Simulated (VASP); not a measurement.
# BP (I-4m2) in VASP: a series of runs

Runs on BP. Level: LDA. Tasks: single point, relaxation of the atoms.

All numbers are computed with VASP 6.6.1; they aren't measurements. Logs are shortened: lines on timing, memory, paths and dates and some standing lists are left out, and cuts for length are marked.

## (1) The cell of the first run

Symmetry: I-4m2, No. 119, tetragonal system. The conventional cell has a = 3.144 Å, b = 3.144 Å, c = 4.512 Å, α = 90.00°, β = 90.00°, γ = 90.00°. Within 2.6 Å of B (site symmetry -4m2) lie 4 P at 1.93 Å. P (site symmetry -4m2) has 4 B at 1.93 Å within 2.6 Å.

## (2) Single point, LDA

Input file INCAR:

```
ALGO = Normal ; EDIFF = 1E-6
ENCUT = 500 ; GGA = CA
GGA_COMPAT = False ; ISIF = 2
ISMEAR = 0 ; LASPH = True
LCHARG = False ; LREAL = False
LWAVE = False ; NBANDS = 11
NELM = 120 ; PREC = Accurate
SIGMA = 0.01
```

Input file KPOINTS:

```
k-points
0
Gamma
  10 10 10
```

Input file POSCAR:

```
BP
1.0
    0.0000000000      2.2229228706      2.2558474901
    2.2229228706      0.0000000000      2.2558474901
    2.2229228706      2.2229228706      0.0000000000
B P
1 1
Direct
    0.0000000000      0.0000000000      0.0000000000
    0.2500000000      0.2500000000      0.2500000000
```

Potentials or basis: VASP PAW LDA potentials, release 64 (B, P).

Started as:

```console
$ cat potpaw_LDA.64/B/POTCAR potpaw_LDA.64/P/POTCAR > POTCAR
$ mpirun -np 1 vasp_std > vasp.out
```

OUTCAR:

```text
EDIFF = 1E-6
   ENCUT = 500
   GGA = CA
   ISIF = 2
   ISMEAR = 0
   LASPH = True
   LREAL = False
   NELM = 120
   PREC = Accurate

 ion  position               nearest neighbor table
   1  0.000  0.000  0.000-   2 1.93   2 1.93   2 1.93   2 1.93
   2  0.250  0.250  0.250-   1 1.93   1 1.93   1 1.93   1 1.93

  LATTYP: Found a body centered tetragonal cell.
 ALAT       =     3.1436876717
 C/A-ratio  =     1.4351600577

  Lattice vectors:

 A1 = (  -2.2229228706,   0.0000000000,   2.2558474901)
 A2 = (   2.2229228706,   0.0000000000,   2.2558474901)
 A3 = (   0.0000000000,   2.2229228706,  -2.2558474901)

Analysis of symmetry for initial positions (statically):
=====================================================================
 Subroutine PRICEL returns:
 Original cell was already a primitive cell.

 Routine SETGRP: Setting up the symmetry group for a
 body centered tetragonal supercell.

 Subroutine GETGRP returns: Found  8 space group operations
 (whereof  8 operations were pure point group operations)
 out of a pool of 16 trial point group operations.

The static configuration has the point symmetry D_2d.

Analysis of symmetry for dynamics (positions and initial velocities):
=====================================================================
 Subroutine PRICEL returns:
 Original cell was already a primitive cell.

 Routine SETGRP: Setting up the symmetry group for a
 body centered tetragonal supercell.

 Subroutine GETGRP returns: Found  8 space group operations
 (whereof  8 operations were pure point group operations)
 out of a pool of 16 trial point group operations.

The dynamic configuration has the point symmetry D_2d.

 Subroutine INISYM returns: Found  8 space group operations
 (whereof  8 operations are pure point group operations),
 and found     1 'primitive' translations

----------------------------------------------------------------------------------------

                                     Primitive cell

  volume of cell :      22.2940

  direct lattice vectors                    reciprocal lattice vectors
     0.000000000  2.222922871  2.255847490    -0.224929082  0.224929082  0.221646189
     2.222922871  0.000000000  2.255847490     0.224929082 -0.224929082  0.221646189
     2.222922871  2.222922871  0.000000000     0.224929082  0.224929082 -0.221646189

  length of vectors
     3.167054465  3.167054465  3.143687672     0.387702485  0.387702485  0.387702485

  position of ions in fractional coordinates (direct lattice)
     0.000000000  0.000000000  0.000000000
     0.250000000  0.250000000  0.250000000

  ion indices of the primitive-cell ions
   primitive index   ion index
                 1           1
                 2           2

----------------------------------------------------------------------------------------

 KPOINTS: k-points

Automatic generation of k-mesh.
 Grid dimensions read from file:
 generate k-points for:   10   10   10

 Generating k-lattice:

  Cartesian coordinates                     Fractional coordinates (reciprocal lattice)
    -0.022492908  0.022492908  0.022164619     0.100000000 -0.000000000  0.000000000
     0.022492908 -0.022492908  0.022164619    -0.000000000  0.100000000  0.000000000
     0.022492908  0.022492908 -0.022164619     0.000000000  0.000000000  0.100000000

  Length of vectors
     0.038770248  0.038770248  0.038770248

  Shift w.r.t. Gamma in fractional coordinates (k-lattice)
     0.000000000  0.000000000  0.000000000

 Subroutine IBZKPT returns following result:
 ===========================================

 Found    102 irreducible k-points:

 Following reciprocal coordinates:
            Coordinates               Weight
  0.000000  0.000000  0.000000      1.000000
  0.100000  0.000000  0.000000      8.000000
  0.200000  0.000000  0.000000      8.000000
  0.300000  0.000000  0.000000      8.000000
  0.400000 -0.000000  0.000000      8.000000
  0.500000 -0.000000  0.000000      4.000000
[... 16 lines left out ...]
  0.300000  0.300000  0.000000      2.000000
  0.400000  0.300000  0.000000      8.000000
 [... further k-points ...]
   k-points           NKPTS =    102   k-points in BZ     NKDIM =    102   number of bands    NBANDS=     11
   number of dos      NEDOS =    301   number of ions     NIONS =      2
   total plane-waves  NPLWV =  13824
   dimension x,y,z NGX =    24 NGY =   24 NGZ =   24
   dimension x,y,z NGXF=    48 NGYF=   48 NGZF=   48
   ions per type =               1   1
   NGX,Y,Z   is equivalent  to a cutoff of  12.60, 12.60, 12.69 a.u.
   NGXF,Y,Z  is equivalent  to a cutoff of  25.20, 25.20, 25.38 a.u.
 SYSTEM =  unknown system
   PREC   = accura    normal or accurate (medium, high low for compatibility)
   ISTART =      0    job   : 0-new  1-cont  2-samecut
   ICHARG =      2    charge: 1-file 2-atom 10-const
   ISPIN  =      1    spin polarized calculation?
   LNONCOLLINEAR =      F non collinear calculations
   LSORBIT =      F    spin-orbit coupling
[... 36 lines left out ...]
  energy-cutoff  :      500.00
  volume of cell :       22.29
 maximum number of plane-waves:       588
   NGX = 11   NGY = 11   NGZ = 11

 number of electron       8.0000001 magnetization

 Free energy of the ion-electron system (eV)
  ---------------------------------------------------
  ext. energy  EPLUGINS =         0.00000000
  ---------------------------------------------------
  free energy    TOTEN  =       -14.39342681 eV

  energy without entropy =      -14.39342681  energy(sigma->0) =      -14.39342681

 E-fermi :   8.1366     XC(G=0): -11.2825

 val. band max:        8.0240964513   @ k =   0.0000   0.0000   0.0000
 cond. band min:       9.0436404779   @ k =   0.4000   0.0000   0.4000
 fundamental gap:      1.0195440266
 Fermi energy:         8.1366066722

 k-point     1 :       0.0000    0.0000    0.0000
  band No.  band energies     occupation
      1      -7.8348      2.00000
      2       7.8749      2.00000
      3       8.0241      2.00000
      4       8.0241      2.00000
      5      11.4038      0.00000
      6      11.4038      0.00000
      7      11.4838      0.00000
      8      16.0638      0.00000
      9      19.5682      0.00000
     10      20.0876      0.00000
     11      20.4983      0.00000

 k-point     2 :       0.1000    0.0000    0.0000
  band No.  band energies     occupation
      1      -7.6478      2.00000
      2       6.6465      2.00000
      3       7.6168      2.00000
      4       7.7243      2.00000
      5      11.8237      0.00000
      6      11.8305      0.00000
      7      11.9534      0.00000
      8      16.5194      0.00000
      9      19.3732      0.00000
     10      19.7140      0.00000
     11      20.1587      0.00000

 k-point     3 :       0.2000    0.0000    0.0000
  band No.  band energies     occupation
      1      -7.0933      2.00000
      2       4.2494      2.00000
      3       7.0251      2.00000
      4       7.1623      2.00000
      5      12.1583      0.00000
      6      12.5866      0.00000
      7      12.6070      0.00000
      8      17.4836      0.00000
      9      18.8062      0.00000
     10      19.0020      0.00000
     11      21.0701      0.00000

 k-point     4 :       0.3000    0.0000    0.0000
  band No.  band energies     occupation
      1      -6.1990      2.00000
      2       1.8162      2.00000
      3       6.5091      2.00000
      4       6.6767      2.00000
      5      12.1260      0.00000
      6      12.8668      0.00000
      7      12.9327      0.00000
      8      18.1143      0.00000
      9      19.5107      0.00000
     10      19.5262      0.00000
     11      21.4537      0.00000
[... 239 lines left out ...]
 k-point    22 :      -0.2000    0.2000    0.0000
  band No.  band energies     occupation
      1      -5.8792      2.00000
      2       2.6096      2.00000
      3       3.5555      2.00000
      4       6.8027      2.00000
      5      12.6366      0.00000
      6      13.3796      0.00000
      7      14.4118      0.00000
      8      16.5334      0.00000
      9      17.5541      0.00000
     10      21.8539      0.00000
     11      24.3299      0.00000

 k-point    23 :       0.3000    0.3000    0.0000
  band No.  band energies     occupation
      1      -5.6800      2.00000
      2       3.0402      2.00000
      3       4.7163      2.00000
      4       4.7163      2.00000
      5       9.5410      0.00000
      6      11.8221      0.00000
      7      17.0620      0.00000
      8      17.0620      0.00000
      9      21.4139      0.00000
     10      22.7643      0.00000
     11      24.7416      0.00000

 k-point    24 :       0.4000    0.3000    0.0000
  band No.  band energies     occupation
      1      -4.8306      2.00000
      2       1.7048      2.00000
      3       3.7961      2.00000
      4       4.4199      2.00000
      5       9.8284      0.00000
      6      11.6028      0.00000
      7      17.7114      0.00000
      8      17.7157      0.00000
      9      22.2365      0.00000
     10      23.5942      0.00000
     11      25.4081      0.00000

 [... further k-points ...]

------------------------ aborting loop because EDIFF is reached ----------------------------------------

  FORCE on cell =-STRESS in cart. coord.  units (eV):
  Direction    XX          YY          ZZ          XY          YZ          ZX
  --------------------------------------------------------------------------------------
  -------------------------------------------------------------------------------------
  Total        0.5601251      0.5601251     -0.0194812      0.0000000      0.0000000      0.0000000
  in kB       40.2538164     40.2538164     -1.4000305      0.0000000      0.0000000      0.0000000
  external PRESSURE =      26.3692008 kB  Pullay stress =       0.0000000 kB

 VOLUME and BASIS-vectors are now :
 -----------------------------------------------------------------------------
  energy-cutoff  :      500.00
  volume of cell :       22.29
      direct lattice vectors                 reciprocal lattice vectors
     0.000000000  2.222922871  2.255847490    -0.224929082  0.224929082  0.221646189
     2.222922871  0.000000000  2.255847490     0.224929082 -0.224929082  0.221646189
     2.222922871  2.222922871  0.000000000     0.224929082  0.224929082 -0.221646189

 POSITION                                       TOTAL-FORCE (eV/Angst)
 -----------------------------------------------------------------------------------
      0.00000      0.00000      0.00000         0.000000      0.000000      0.000000
      1.11146      1.11146      1.12792        -0.000000     -0.000000     -0.000000
 -----------------------------------------------------------------------------------
    total drift:                               -0.000000     -0.000000      0.000000

  FREE ENERGIE OF THE ION-ELECTRON SYSTEM (eV)
  ---------------------------------------------------
  free  energy   TOTEN  =       -14.3934268101 eV

  energy  without entropy=      -14.3934268101  energy(sigma->0) =      -14.39342681
```

Wall time 13 s (1 thread of Intel Xeon Platinum 8259CL at 2.50GHz (Skylake/Cascade Lake), shared host); peak memory 0.13 GiB.

What came out:

```yaml
Free_energy: -14.3934 eV
Pressure: 2.6 GPa
Band_gap_on_the_k_mesh: 1.02 eV (least direct gap 3.38 eV)
```

## (3) Relaxation of the atoms, LDA (strained cell)

Input file INCAR:

```
PREC = Accurate
ENCUT = 450
EDIFF = 1E-7
ISMEAR = 0
SIGMA = 0.02
LREAL = F
LASPH = T
NELM = 120
ALGO = Normal
ISIF = 2
LWAVE = F
LCHARG = F
GGA = CA
IBRION = 2
NSW = 60
EDIFFG = -0.002
GGA_COMPAT = F
NELMIN = 4
```

Input file KPOINTS:

```
regular mesh
0
Gamma
  10 10 10
```

Input file POSCAR:

```
BP
1.0
    0.0000000000      2.2229228706      2.2513380714
    2.2229228706      0.0000000000      2.2513380714
    2.2229228706      2.2229228706      0.0000000000
B P
1 1
Direct
    0.0000000000      0.0000000000      0.0000000000
    0.2500000000      0.2500000000      0.2500000000
```

Potentials or basis: VASP PAW LDA potentials, release 64 (B, P).

Started as:

```console
$ cat potpaw_LDA.64/B/POTCAR potpaw_LDA.64/P/POTCAR > POTCAR
$ mpirun -np 1 vasp_std > vasp.out
```

Run time: 10 s. Hardware: 1 thread of Intel Xeon Platinum 8259CL at 2.50GHz (Skylake/Cascade Lake), shared host; peak memory 0.13 GiB.

The run converged. Its results:

```yaml
Free_energy: -14.3931 eV
Pressure_after_relaxing: 3.0 GPa
Band_gap_on_the_k_mesh: 1.03 eV (least direct gap 3.39 eV)
```

Stress tensor (GPa, compression positive):
```
4.24 0.00 0.00
0.00 4.24 0.00
0.00 0.00 0.64
```

Final structure:
```
B P
1.0
     0.00000    2.22292    2.25134
     2.22292    0.00000    2.25134
     2.22292    2.22292    0.00000
B P
1 1
Direct
  0.00000 0.00000 0.00000
  0.25000 0.25000 0.25000
```

Levels at points of the mesh, in eV from the valence-band top:
| k point | band 2 | band 3 | band 4 | band 5 | band 6 | band 7 |
| --- | --- | --- | --- | --- | --- | --- |
| (0.00, 0.00, 0.00) | -0.13 | 0.00 | 0.00 | 3.39 | 3.39 | 3.46 |
| (0.50, 0.00, 0.00) | -9.40 | -1.93 | -1.76 | 4.00 | 4.64 | 4.74 |
| (0.50, 0.50, 0.00) | -8.86 | -4.23 | -4.23 | 1.26 | 1.60 | 12.42 |
| (0.50, 0.00, 0.50) | -8.74 | -4.38 | -4.36 | 1.12 | 1.41 | 12.26 |

Caveat: the cell differs from its parent crystal (strained cell); the relaxation stopped at its first step, so nothing moved. A k mesh can miss the band edges.

## (4) Relaxation of the atoms, LDA (strained cell)

Input file INCAR:

```
PREC = Accurate ; ENCUT = 450
EDIFF = 1E-7 ; ISMEAR = 0
SIGMA = 0.02 ; LREAL = False
LASPH = True ; NELM = 120
ALGO = Normal ; ISIF = 2
LWAVE = False ; LCHARG = False
IBRION = 2 ; NSW = 60
EDIFFG = -0.002 ; GGA_COMPAT = False
NELMIN = 4
```

Input file KPOINTS:

```
Automatic mesh
0
Gamma
  10 10 10
```

Input file POSCAR:

```
BP
1.0
    0.0000000000      2.2229228706      2.2588488968
    2.2229228706      0.0000000000      2.2588488968
    2.2229228706      2.2229228706      0.0000000000
B P
1 1
Direct
    0.0000000000      0.0000000000      0.0000000000
    0.2500000000      0.2500000000      0.2500000000
```

Started as:

```console
$ cat potpaw_LDA.64/B/POTCAR potpaw_LDA.64/P/POTCAR > POTCAR
$ mpirun -np 1 vasp_std > vasp.out
```

Run time: 11 s. Hardware: 1 thread of Intel Xeon Platinum 8259CL at 2.50GHz (Skylake/Cascade Lake), shared host; peak memory 0.13 GiB.

Results (log left out):

```yaml
Free_energy: -14.3932 eV
Pressure_after_relaxing: 2.4 GPa
Band_gap_on_the_k_mesh: 1.01 eV (least direct gap 3.37 eV)
```

Stress tensor (GPa, compression positive):
```
 3.93  0.00  0.00
 0.00  3.93  0.00
 0.00  0.00 -0.61
```

Final structure:
```cif
data_structure
_symmetry_space_group_name_H-M 'P 1'
_symmetry_Int_Tables_number 1
_cell_length_a 3.1692
_cell_length_b 3.1692
_cell_length_c 3.1437
_cell_angle_alpha 60.266
_cell_angle_beta 60.266
_cell_angle_gamma 59.468
_cell_volume 22.32
loop_
_atom_site_label
_atom_site_type_symbol
_atom_site_fract_x
_atom_site_fract_y
_atom_site_fract_z
_atom_site_occupancy
B1 B 0.00000 0.00000 0.00000 1
P1 P 0.25000 0.25000 0.25000 1
```

Levels at points of the mesh, in eV from the valence-band top:
| k point | band 1 | band 2 | band 3 | band 4 | band 5 | band 6 | band 7 | band 8 |
| --- | --- | --- | --- | --- | --- | --- | --- | --- |
| (0.00, 0.00, 0.00) | -15.85 | -0.16 | 0.00 | 0.00 | 3.37 | 3.37 | 3.46 | 8.01 |
| (0.50, 0.00, 0.00) | -12.34 | -9.39 | -1.96 | -1.75 | 3.95 | 4.63 | 4.74 | 10.03 |
| (0.50, 0.50, 0.00) | -10.89 | -8.87 | -4.21 | -4.21 | 1.28 | 1.62 | 12.38 | 12.38 |
| (0.50, 0.00, 0.50) | -10.72 | -8.72 | -4.40 | -4.36 | 1.10 | 1.39 | 12.18 | 12.54 |

Caveat: the cell differs from its parent crystal (strained cell); the relaxation stopped at its first step, so nothing moved.

## (5) Relaxation of the atoms, LDA (strained cell)

Input file INCAR:

```
PREC = Accurate
ENCUT = 450
EDIFF = 1E-7
ISMEAR = 0
SIGMA = 0.02
LREAL = F
LASPH = T
NELM = 120
ALGO = Normal
ISIF = 2
LWAVE = F
LCHARG = F
GGA = CA
IBRION = 2
NSW = 60
EDIFFG = -0.002
GGA_COMPAT = F
NELMIN = 4
```

Input file KPOINTS:

```
regular mesh
0
Gamma
  10 10 10
```

Input file POSCAR:

```
BP
1.0
    0.0000000000      2.2229228706      2.2558474901
    2.2229228706      0.0000000000      2.2558474901
    2.2229228706      2.2229228706      0.0000000000
B P
1 1
Direct
    0.0000000000      0.0000000000      0.0000000000
    0.2500000000      0.2500000000      0.2500000000
```

Started as:

```console
$ cat potpaw_LDA.64/B/POTCAR potpaw_LDA.64/P/POTCAR > POTCAR
$ mpirun -np 1 vasp_std > vasp.out
```

Run time: 16 s. Hardware: 1 thread of Intel Xeon Platinum 8259CL at 2.50GHz (Skylake/Cascade Lake), shared host; peak memory 0.12 GiB.

Results (log left out):

| Item | Value |
| --- | --- |
| Free energy | -14.3932 eV |
| Pressure after relaxing | 2.7 GPa |
| Band gap on the k mesh | 1.02 eV (least direct gap 3.38 eV) |

Stress tensor (GPa, compression positive):
```
 4.05  0.00  0.00
 0.00  4.05  0.00
 0.00  0.00 -0.11
```

Final structure:
```cif
data_structure
_symmetry_space_group_name_H-M 'P 1'
_symmetry_Int_Tables_number 1
_cell_length_a 3.1671
_cell_length_b 3.1671
_cell_length_c 3.1437
_cell_angle_alpha 60.244
_cell_angle_beta 60.244
_cell_angle_gamma 59.512
_cell_volume 22.29
loop_
_atom_site_label
_atom_site_type_symbol
_atom_site_fract_x
_atom_site_fract_y
_atom_site_fract_z
_atom_site_occupancy
B1 B 0.00000 0.00000 0.00000 1
P1 P 0.25000 0.25000 0.25000 1
```

Levels at points of the mesh, in eV from the valence-band top:
| k point | band 2 | band 3 | band 4 | band 5 | band 6 | band 7 |
| --- | --- | --- | --- | --- | --- | --- |
| (0.00, 0.00, 0.00) | -0.15 | 0.00 | 0.00 | 3.38 | 3.38 | 3.46 |
| (0.50, 0.00, 0.00) | -9.40 | -1.95 | -1.75 | 3.97 | 4.64 | 4.74 |
| (0.50, 0.50, 0.00) | -8.87 | -4.22 | -4.22 | 1.28 | 1.61 | 12.40 |
| (0.50, 0.00, 0.50) | -8.73 | -4.39 | -4.36 | 1.11 | 1.40 | 12.21 |

Caveat: the cell differs from its parent crystal (strained cell); the relaxation stopped at its first step, so nothing moved.

## (6) The runs side by side

| task | cell | cutoff (eV) | smearing | gap on the mesh (eV) | pressure (GPa) |
| --- | --- | --- | --- | --- | --- |
| single point | a = 3.167, b = 3.167, c = 3.144 Å, angles 60.2, 60.2, 59.5°, 2 atoms | 500 | gaussian 0.01 eV | 1.02 | 2.6 |
| relaxation of the atoms | atoms relaxed from a = 3.164, b = 3.164, c = 3.144 Å, angles 60.2, 60.2, 59.6°, 2 atoms | 450 | gaussian 0.02 eV | 1.03 | 3.0 |
| relaxation of the atoms | atoms relaxed from a = 3.169, b = 3.169, c = 3.144 Å, angles 60.3, 60.3, 59.5°, 2 atoms | 450 | gaussian 0.02 eV | 1.01 | 2.4 |
| relaxation of the atoms | atoms relaxed from a = 3.167, b = 3.167, c = 3.144 Å, angles 60.2, 60.2, 59.5°, 2 atoms | 450 | gaussian 0.02 eV | 1.02 | 2.7 |

Alike in all rows: level LDA; potentials or basis VASP PAW LDA potentials, release 64 (B, P); no spin polarisation; k mesh 10 × 10 × 10.

Caveats: the relaxation stopped at its first step, so nothing moved (at least some runs).

Absolute energies hang on the potentials; compare differences alone.
